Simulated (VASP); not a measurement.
# SnSe2 (P-3m1) in VASP: a series of runs

Runs on SnSe2. Level: PBE. Tasks: single point.

Everything below comes from runs of VASP 6.6.1. Logs are shortened: lines on timing, memory, paths and dates and some standing lists are left out, and cuts for length are marked.

## Step 1: The cell of the first run

Symmetry: P-3m1, No. 164, trigonal system. The conventional cell has a = 3.811 Å, b = 3.811 Å, c = 6.352 Å, α = 90.00°, β = 90.00°, γ = 120.00°. Within 3.6 Å of Sn (site symmetry -3m) lie 6 Se at 2.71 Å. Within 3.6 Å of Se (site symmetry 3m) lie 3 Sn at 2.71 Å.

## Step 2: Single point, PBE (strain +0.0350 x Voigt [0, 0, 1, 0, 0, 0])

The input, INCAR:

```
SYSTEM = SnSe2
ALGO = Normal
EDIFF = 1E-6
ENCUT = 520
GGA = PE
ISIF = 2
ISMEAR = 0
LASPH = .TRUE.
LCHARG = .FALSE.
LREAL = .FALSE.
LWAVE = .FALSE.
NBANDS = 20
NELM = 80
PREC = Accurate
SIGMA = 0.05
```

The input, KPOINTS:

```
k-points
0
G
  12 12 6
  0 0 0
```

The input, POSCAR:

```
SnSe2
1.0
    3.8109987816      0.0000000000      0.0000000000
   -1.9054993908      3.3004217586      0.0000000000
    0.0000000000      0.0000000000      6.3517950000
Sn Se
1 2
Direct
    0.0000000000      0.0000000000      0.0000000000
    0.3333333333      0.6666666667      0.2500000000
    0.6666666667      0.3333333333      0.7500000000
```

Potentials or basis: VASP PAW PBE potentials, release 64 (Sn_d, Se).

Launch:

```console
$ cat potpaw_PBE.64/Sn_d/POTCAR potpaw_PBE.64/Se/POTCAR > POTCAR
$ mpirun -np 1 vasp_std > vasp.out
```

OUTCAR:

```text
SYSTEM = SnSe2
   EDIFF = 1E-6
   ENCUT = 520
   GGA = PE
   ISIF = 2
   ISMEAR = 0
   LASPH = .TRUE.
   LREAL = .FALSE.
   NELM = 80
   PREC = Accurate

 ion  position               nearest neighbor table
   1  0.000  0.000  0.000-   2 2.71   3 2.71   2 2.71   3 2.71   3 2.71   2 2.71
   2  0.333  0.667  0.250-   1 2.71   1 2.71   1 2.71
   3  0.667  0.333  0.750-   1 2.71   1 2.71   1 2.71

  LATTYP: Found a hexagonal cell.
 ALAT       =     3.8109987816
 C/A-ratio  =     1.6667008740

  Lattice vectors:

 A1 = (   3.8109987816,   0.0000000000,   0.0000000000)
 A2 = (  -1.9054993908,   3.3004217586,   0.0000000000)
 A3 = (   0.0000000000,   0.0000000000,   6.3517950000)

Analysis of symmetry for initial positions (statically):
=====================================================================
 Subroutine PRICEL returns:
 Original cell was already a primitive cell.

 Routine SETGRP: Setting up the symmetry group for a
 hexagonal supercell.

 Subroutine GETGRP returns: Found 12 space group operations
 (whereof 12 operations were pure point group operations)
 out of a pool of 24 trial point group operations.

The static configuration has the point symmetry D_3d.

Analysis of symmetry for dynamics (positions and initial velocities):
=====================================================================
 Subroutine PRICEL returns:
 Original cell was already a primitive cell.

 Routine SETGRP: Setting up the symmetry group for a
 hexagonal supercell.

 Subroutine GETGRP returns: Found 12 space group operations
 (whereof 12 operations were pure point group operations)
 out of a pool of 24 trial point group operations.

The dynamic configuration has the point symmetry D_3d.

 Subroutine INISYM returns: Found 12 space group operations
 (whereof 12 operations are pure point group operations),
 and found     1 'primitive' translations

----------------------------------------------------------------------------------------

                                     Primitive cell

  volume of cell :      79.8923

  direct lattice vectors                    reciprocal lattice vectors
     3.810998782  0.000000000  0.000000000     0.262398405  0.151495789  0.000000000
    -1.905499391  3.300421759  0.000000000     0.000000000  0.302991579  0.000000000
     0.000000000  0.000000000  6.351795000     0.000000000  0.000000000  0.157435811

  length of vectors
     3.810998782  3.810998782  6.351795000     0.302991579  0.302991579  0.157435811

  position of ions in fractional coordinates (direct lattice)
     0.000000000  0.000000000  0.000000000
     0.333333333  0.666666667  0.250000000
     0.666666667  0.333333333  0.750000000

  ion indices of the primitive-cell ions
   primitive index   ion index
                 1           1
                 2           2
                 3           3

----------------------------------------------------------------------------------------

 KPOINTS: k-points

Automatic generation of k-mesh.
 Grid dimensions read from file:
 generate k-points for:   12   12    6

 Generating k-lattice:

  Cartesian coordinates                     Fractional coordinates (reciprocal lattice)
     0.021866534  0.012624649  0.000000000     0.083333333  0.000000000  0.000000000
     0.000000000  0.025249298  0.000000000     0.000000000  0.083333333  0.000000000
     0.000000000  0.000000000  0.026239302     0.000000000  0.000000000  0.166666667

  Length of vectors
     0.025249298  0.025249298  0.026239302

  Shift w.r.t. Gamma in fractional coordinates (k-lattice)
     0.000000000  0.000000000  0.000000000

 Subroutine IBZKPT returns following result:
 ===========================================

 Found    100 irreducible k-points:

 Following reciprocal coordinates:
            Coordinates               Weight
  0.000000  0.000000  0.000000      1.000000
  0.083333  0.000000  0.000000      6.000000
  0.166667  0.000000  0.000000      6.000000
  0.250000  0.000000  0.000000      6.000000
  0.333333  0.000000  0.000000      6.000000
  0.416667  0.000000  0.000000      6.000000
[... 16 lines left out ...]
  0.166667  0.000000  0.166667      6.000000
  0.000000  0.166667  0.166667      6.000000
 [... further k-points ...]
   k-points           NKPTS =    100   k-points in BZ     NKDIM =    100   number of bands    NBANDS=     20
   number of dos      NEDOS =    301   number of ions     NIONS =      3
   total plane-waves  NPLWV =  37632
   dimension x,y,z NGX =    28 NGY =   28 NGZ =   48
   dimension x,y,z NGXF=    56 NGYF=   56 NGZF=   96
   ions per type =               1   2
   NGX,Y,Z   is equivalent  to a cutoff of  12.21, 12.21, 12.56 a.u.
   NGXF,Y,Z  is equivalent  to a cutoff of  24.43, 24.43, 25.13 a.u.
 SYSTEM =  SnSe2
   PREC   = accura    normal or accurate (medium, high low for compatibility)
   ISTART =      0    job   : 0-new  1-cont  2-samecut
   ICHARG =      2    charge: 1-file 2-atom 10-const
   ISPIN  =      1    spin polarized calculation?
   LNONCOLLINEAR =      F non collinear calculations
   LSORBIT =      F    spin-orbit coupling
   LASPH  =      T    aspherical Exc in radial PAW
   ENCUT  =  520.0 eV  38.22 Ry    6.18 a.u.   7.09  7.09 11.81*2*pi/ulx,y,z
   NELM   =     80;   NELMIN=  2; NELMDL= -5     # of ELM steps
   EDIFF  = 0.1E-05   stopping-criterion for ELM
   LREAL  =      F    real-space projection
   EDIFFG = 0.1E-04   stopping-criterion for IOM
   NSW    =      0    number of steps for IOM
   IBRION =     -1    ionic relax: 0-MD 1-quasi-New 2-CG
   NFREE  =      0    steps in history (QN), initial steepest desc. (CG)
   ISIF   =      2    stress and relaxation
   ISYM   =      2    0-nonsym 1-usesym 2-fastsym
   POTIM  = 0.5000    time-step for ionic-motion
   TEBEG  =    0.0;   TEEND  =   0.0 temperature during run
   PSTRESS=    0.0 pullay stress
   NELECT =      26.0000    total number of electrons
   NUPDOWN=      -1.0000    fix difference up-down
   EMIN   =  10.00;   EMAX   =-10.00  energy-range for DOS
   EFERMI =   0.00;   METHOD = LEGACY
   ISMEAR =     0;   SIGMA  =   0.05  broadening in eV -4-tet -1-fermi 0-gaus
   EFERMI_NEDOS =   21; number of points for ismear=-14 and -15
   IALGO  =     38    algorithm
   IMIX   =      4    mixing-type and parameters
     AMIX     =   0.40;   BMIX     =  1.00
     AMIX_MAG =   1.60;   BMIX_MAG =  1.00
  volume/ion in A,a.u.               =      26.63       179.71
  Fermi-wavevector in a.u.,A,eV,Ry     =   1.126067  2.127959 17.252564  1.268028
  Thomas-Fermi vector in A             =   2.262747
   LORBIT       =      0    0 simple, 1 ext, 2 COOP (PROOUT), +10 PAW based schemes
   GGA     = PE    functional components
   LHFCALC =     F    Hartree Fock is set to
   AEXX    =    0.0000 exact exchange contribution
   IVDW    =     0    specifies the selected vdW correction
   LEPSILON=     F    determine dielectric tensor
   LRPA    =     F    only Hartree local field effects (RPA)
 non-spin polarized calculation
 Gauss-broadening in eV      SIGMA  =   0.05
  energy-cutoff  :      520.00
  volume of cell :       79.89
 maximum number of plane-waves:      2187
   NGX = 15   NGY = 15   NGZ = 23

 number of electron      25.9999997 magnetization

 Free energy of the ion-electron system (eV)
  ---------------------------------------------------
  ext. energy  EPLUGINS =         0.00000000
  ---------------------------------------------------
  free energy    TOTEN  =       -11.83088926 eV

  energy without entropy =      -11.83088926  energy(sigma->0) =      -11.83088926

 E-fermi :   4.0934     XC(G=0):  -9.3000

 val. band max:        3.8093229815   @ k =   0.1667   0.0000   0.1667
 cond. band min:       4.4636695712   @ k =   0.5000   0.0000   0.3333
 fundamental gap:      0.6543465897
 Fermi energy:         4.0933866806

 k-point     1 :       0.0000    0.0000    0.0000
  band No.  band energies     occupation
      1     -17.4115      2.00000
      2     -17.4115      2.00000
      3     -17.3721      2.00000
      4     -17.3610      2.00000
      5     -17.3610      2.00000
      6      -9.9440      2.00000
[... 12 lines left out ...]
     19      12.8156      0.00000
     20      12.8156      0.00000

 k-point     2 :       0.0833    0.0000    0.0000
  band No.  band energies     occupation
      1     -17.4143      2.00000
      2     -17.4088      2.00000
      3     -17.3702      2.00000
      4     -17.3629      2.00000
      5     -17.3609      2.00000
      6      -9.8760      2.00000
[... 12 lines left out ...]
     19      12.0971      0.00000
     20      12.9139      0.00000

 k-point     3 :       0.1667    0.0000    0.0000
  band No.  band energies     occupation
      1     -17.4226      2.00000
      2     -17.4019      2.00000
      3     -17.3690      2.00000
      4     -17.3633      2.00000
      5     -17.3600      2.00000
      6      -9.6764      2.00000
[... 12 lines left out ...]
     19      12.0975      0.00000
     20      13.1351      0.00000

 k-point     4 :       0.2500    0.0000    0.0000
  band No.  band energies     occupation
      1     -17.4353      2.00000
      2     -17.3945      2.00000
      3     -17.3748      2.00000
      4     -17.3567      2.00000
      5     -17.3550      2.00000
      6      -9.3615      2.00000
[... 12 lines left out ...]
     19      12.1787      0.00000
     20      13.1883      0.00000

 k-point     5 :       0.3333    0.0000    0.0000
  band No.  band energies     occupation
      1     -17.4488      2.00000
      2     -17.3899      2.00000
      3     -17.3802      2.00000
      4     -17.3505      2.00000
      5     -17.3463      2.00000
      6      -8.9678      2.00000
[... 12 lines left out ...]
     19      12.8373      0.00000
     20      13.4016      0.00000
[... 353 lines left out ...]
      6      -9.8435      2.00000
[... 12 lines left out ...]
     19      11.9676      0.00000
     20      12.9208      0.00000

 k-point    22 :       0.0000    0.0833    0.1667
  band No.  band energies     occupation
      1     -17.4143      2.00000
      2     -17.4088      2.00000
      3     -17.3702      2.00000
      4     -17.3629      2.00000
      5     -17.3609      2.00000
      6      -9.8435      2.00000
[... 12 lines left out ...]
     19      12.0031      0.00000
     20      12.6831      0.00000

 k-point    23 :       0.1667    0.0000    0.1667
  band No.  band energies     occupation
      1     -17.4226      2.00000
      2     -17.4019      2.00000
      3     -17.3690      2.00000
      4     -17.3632      2.00000
      5     -17.3600      2.00000
      6      -9.6447      2.00000
[... 12 lines left out ...]
     19      12.3674      0.00000
     20      12.6473      0.00000

 k-point    24 :       0.0000    0.1667    0.1667
  band No.  band energies     occupation
      1     -17.4226      2.00000
      2     -17.4019      2.00000
      3     -17.3690      2.00000
      4     -17.3632      2.00000
      5     -17.3600      2.00000
      6      -9.6445      2.00000
[... 12 lines left out ...]
     19      11.8696      0.00000
     20      12.9025      0.00000

 [... further k-points ...]

------------------------ aborting loop because EDIFF is reached ----------------------------------------

  FORCE on cell =-STRESS in cart. coord.  units (eV):
  Direction    XX          YY          ZZ          XY          YZ          ZX
  --------------------------------------------------------------------------------------
  -------------------------------------------------------------------------------------
  Total        1.5016065      1.5016065      1.2062263     -0.0000000      0.0000000      0.0000000
  in kB       30.1135524     30.1135524     24.1899321     -0.0000000      0.0000000      0.0000000
  external PRESSURE =      28.1390123 kB  Pullay stress =       0.0000000 kB

 VOLUME and BASIS-vectors are now :
 -----------------------------------------------------------------------------
  energy-cutoff  :      520.00
  volume of cell :       79.89
      direct lattice vectors                 reciprocal lattice vectors
     3.810998782  0.000000000  0.000000000     0.262398405  0.151495789  0.000000000
    -1.905499391  3.300421759  0.000000000     0.000000000  0.302991579  0.000000000
     0.000000000  0.000000000  6.351795000     0.000000000  0.000000000  0.157435811

 POSITION                                       TOTAL-FORCE (eV/Angst)
 -----------------------------------------------------------------------------------
      0.00000      0.00000      0.00000         0.000000      0.000000      0.000000
     -0.00000      2.20028      1.58795        -0.000000      0.000000      0.219416
      1.90550      1.10014      4.76385        -0.000000     -0.000000     -0.219416
 -----------------------------------------------------------------------------------
    total drift:                               -0.000000     -0.000000     -0.000000

  FREE ENERGIE OF THE ION-ELECTRON SYSTEM (eV)
  ---------------------------------------------------
  free  energy   TOTEN  =       -11.8308892638 eV

  energy  without entropy=      -11.8308892638  energy(sigma->0) =      -11.83088926
```

It took 2.1 min on 1 thread of Intel Xeon Platinum 8375C at 2.90GHz (Ice Lake), shared host; peak memory 0.29 GiB.

Results:

```yaml
Free_energy: -11.8309 eV
Pressure: 2.8 GPa
Largest_force: 0.219 eV/Å
Band_gap_on_the_k_mesh: 0.65 eV (least direct gap 1.17 eV)
```

Forces in eV/Å, atoms in the order of the input:
```
Sn   0.000  0.000  0.000
Se   0.000  0.000  0.219
Se   0.000  0.000 -0.219
```

Stress tensor (GPa, compression positive):
```
3.01 0.00 0.00
0.00 3.01 0.00
0.00 0.00 2.42
```

Caveat: the cell differs from its parent crystal (strain +0.0350 x Voigt [0, 0, 1, 0, 0, 0]); spin-orbit coupling is left out, which moves the levels of the heavy elements; this functional lacks dispersion, which binds the layers, so the pressure and a relaxed spacing across them are unreliable.

## Step 3: Single point, PBE (strain +0.0400 x Voigt [0, 0, 1, 0, 0, 0])

The input, INCAR:

```
SYSTEM = SnSe2
PREC = Accurate
ENCUT = 520
EDIFF = 1E-7
ISMEAR = 0
SIGMA = 0.05
LREAL = .False.
LASPH = .True.
NELM = 100
ALGO = Normal
ISIF = 2
LWAVE = .False.
LCHARG = .False.
GGA = PE
NBANDS = 20
```

The input, KPOINTS:

```
Automatic mesh
0
Gamma
  12 12 6
  0 0 0
```

POSCAR: that of step 2 with these lines changed.

```diff
@@ -4,3 +4,3 @@
    -1.9054993908      3.3004217586      0.0000000000
-    0.0000000000      0.0000000000      6.3517950000
+    0.0000000000      0.0000000000      6.3824800000
 Sn Se
```

Potentials or basis: VASP PAW PBE potentials, release 64 (Sn_d, Se).

Launch:

```console
$ cat potpaw_PBE.64/Sn_d/POTCAR potpaw_PBE.64/Se/POTCAR > POTCAR
$ mpirun -np 1 vasp_std > vasp.out
```

It took 3.1 min on 1 thread of Intel Xeon Platinum 8375C at 2.90GHz (Ice Lake), shared host; peak memory 0.29 GiB.

The run converged. Its results:

```yaml
Free_energy: -11.8361 eV
Pressure: 2.5 GPa
Largest_force: 0.148 eV/Å
Band_gap_on_the_k_mesh: 0.63 eV (least direct gap 1.15 eV)
```

Forces in eV/Å, atoms in the order of the input:
```
Sn   0.000  0.000  0.000
Se   0.000  0.000  0.148
Se   0.000  0.000 -0.148
```

Stress tensor (GPa, compression positive):
```
2.78 0.00 0.00
0.00 2.78 0.00
0.00 0.00 1.89
```

Levels at points of the mesh, in eV from the valence-band top:
| k point | band 9 | band 10 | band 11 | band 12 | band 13 | band 14 | band 15 | band 16 | band 17 | band 18 |
| --- | --- | --- | --- | --- | --- | --- | --- | --- | --- | --- |
| (0.00, 0.00, 0.00) | -0.51 | -0.51 | -0.30 | -0.22 | -0.22 | 1.05 | 3.15 | 4.68 | 4.68 | 7.83 |
| (0.50, 0.00, 0.00) | -4.36 | -2.86 | -2.38 | -1.22 | -0.28 | 1.10 | 3.76 | 5.34 | 5.38 | 6.60 |
| (0.00, 0.00, 0.50) | -2.09 | -0.59 | -0.59 | -0.09 | -0.09 | 2.43 | 3.05 | 4.47 | 4.47 | 7.95 |
| (0.50, 0.00, 0.50) | -4.72 | -2.24 | -2.08 | -0.83 | -0.60 | 0.65 | 4.12 | 4.68 | 5.70 | 6.03 |

Caveat: the cell differs from its parent crystal (strain +0.0400 x Voigt [0, 0, 1, 0, 0, 0]); spin-orbit coupling is left out, which moves the levels of the heavy elements; this functional lacks dispersion, which binds the layers, so the pressure and a relaxed spacing across them are unreliable.
